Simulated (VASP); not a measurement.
Input of a VASP 6.6.1 run:

File INCAR:

```
PREC = Accurate ; ENCUT = 520
EDIFF = 1E-7 ; ISMEAR = 0
SIGMA = 0.1 ; LREAL = False
LASPH = True ; NELM = 80
ALGO = Normal ; ISIF = 2
LWAVE = False ; LCHARG = False
GGA = PS ; NBANDS = 14
```

File KPOINTS:

```
regular mesh
0
Gamma
  14 14 14
```

POSCAR

```
TiB
1.0
    0.0000000000      2.4776341062      2.4776341062
    2.4776341062      0.0000000000      2.4776341062
    2.4776341062      2.4776341062      0.0000000000
Ti B
1 1
Direct
    0.7500000000      0.7500000000      0.7500000000
    0.0000000000      0.0000000000      0.0000000000
```

Potentials or basis: VASP PAW PBE potentials, release 64 (Ti_sv, B).

Launch:

```console
$ cat potpaw_PBE.64/Ti_sv/POTCAR potpaw_PBE.64/B/POTCAR > POTCAR
$ mpirun -np 1 vasp_std > vasp.out
```

(1) What does it give for the pressure?

Results:

(1) -2.9 GPa.

Caveat: the PAW data sets were made with another functional, which shifts forces and pressure a little.
